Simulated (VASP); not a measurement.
Fe: single point with PBE+D3(BJ)

Fe:

```
Fe
1.0
    -1.44300    1.44300    1.44300
     1.44300   -1.44300    1.44300
     1.44300    1.44300   -1.44300
Fe
1
Direct
  0.00000 0.00000 0.00000
```

```
Program                : VASP 6.6.1
Task                   : single point
Functional             : PBE
Dispersion             : D3(BJ)
Potentials or basis    : VASP PAW PBE potentials, release 64 (Fe)
Cutoff                 : 520 eV
k mesh                 : 9 × 9 × 9
Occupations            : fermi-dirac, width 0.15 eV
Spin                   : collinear spin, ferromagnetic start
Starting moments       : [3.66] μB
Fixed moment           : 3.5 μB
Dipole correction      : no
Further INCAR settings : ALGO = Normal; EDIFF = 1e-06; NBANDS = 14
```

```json
{
  "Pressure": "22.7 GPa",
  "Net moment": "3.50 μB per cell",
  "Site moments": "Fe +3.38 μB",
  "Valence electrons inside the program's atomic spheres": "Fe 7.14",
  "Dispersion energy per atom": "-0.337 eV"
}
```

It took 7.3 s on 1 thread of AMD EPYC 9R45 96-Core Processor (Zen 5), on a shared host, peak memory 0.11 GiB.

Caveat: three body term missing; the total moment is fixed, so each spin has its own Fermi level.
